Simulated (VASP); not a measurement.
Wanted: the native input for a VASP 6.6.1 run.

* Task: relaxation of cell and atoms
* Functional: PBEsol
* Potentials or basis: VASP PAW PBE potentials, release 64 (Al, Fe)
* Cutoff: 600 eV
* k mesh: 14 × 14 × 14
* Occupations: gaussian, width 0.1 eV
* Spin: collinear spin, ferromagnetic start
* Starting moments: [0.0, 0.81] μB
* Dipole correction: no
* Further INCAR settings: ALGO = Normal; EDIFF = 1e-07; IBRION = 2; EDIFFG = -0.01; NSW = 80; ISIF = 3

The structure of AlFe lies in POSCAR:

```
AlFe
1.0
    2.8706847787      0.0000000000      0.0000000000
    0.0000000000      2.8706847787      0.0000000000
    0.0000000000      0.0000000000      2.8706847787
Al Fe
1 1
Direct
    0.0000000000      0.0000000000      0.0000000000
    0.5000000000      0.5000000000      0.5000000000
```

The input as run:

INCAR

```
PREC     = Accurate       # precision mode
ENCUT    = 600            # plane-wave cutoff, eV
EDIFF    = 1E-7           # SCF threshold, eV
ISMEAR   = 0              # smearing method
SIGMA    = 0.1            # smearing width, eV
LREAL    = F              # projectors in reciprocal space
LASPH    = T              # aspherical terms in the spheres
NELM     = 150            # most SCF steps
ALGO     = Normal         # electronic algorithm
ISIF     = 3              # what is computed and relaxed
LWAVE    = F              # write WAVECAR
LCHARG   = F              # write CHGCAR
ISPIN    = 2              # spin polarisation
MAGMOM   = 0 0.81         # initial moments
LORBIT   = 11             # projections on sites
LMAXMIX  = 4              # l up to which the mixer works
GGA      = PS             # functional
IBRION   = 2              # ionic algorithm
NSW      = 80             # ionic steps
EDIFFG   = -0.01          # ionic threshold
```

KPOINTS

```
Automatic mesh
0
Gamma
  14 14 14
```

Potentials or basis: VASP PAW PBE potentials, release 64 (Al, Fe).

Run with:

```sh
$ cat potpaw_PBE.64/Al/POTCAR potpaw_PBE.64/Fe/POTCAR > POTCAR
$ mpirun -np 1 vasp_std > vasp.out
```

Results of the run:

- Relaxed volume: 11.52 Å³/atom
- Relaxed cell: a = 2.846 Å, b = 2.846 Å, c = 2.846 Å, α = 90.00°, β = 90.00°, γ = 90.00°
- Space group after relaxing (to 0.1 Å): Pm-3m (No. 221)
- Energy gained by relaxing: 4.6 meV/atom
- Ionic steps: 3
- Pressure after relaxing: 0.0 GPa
- Net moment: 0.66 μB per cell
- Site moments: Al -0.02; Fe +0.69 μB
- Valence electrons inside the program's atomic spheres: Al 0.85; Fe 7.49

Caveat: the PAW data sets were made with another functional, which shifts forces and pressure a little.

Run time: 2 min on 1 thread of Intel Xeon 8259CL, on a shared host, peak memory 0.2 GiB.
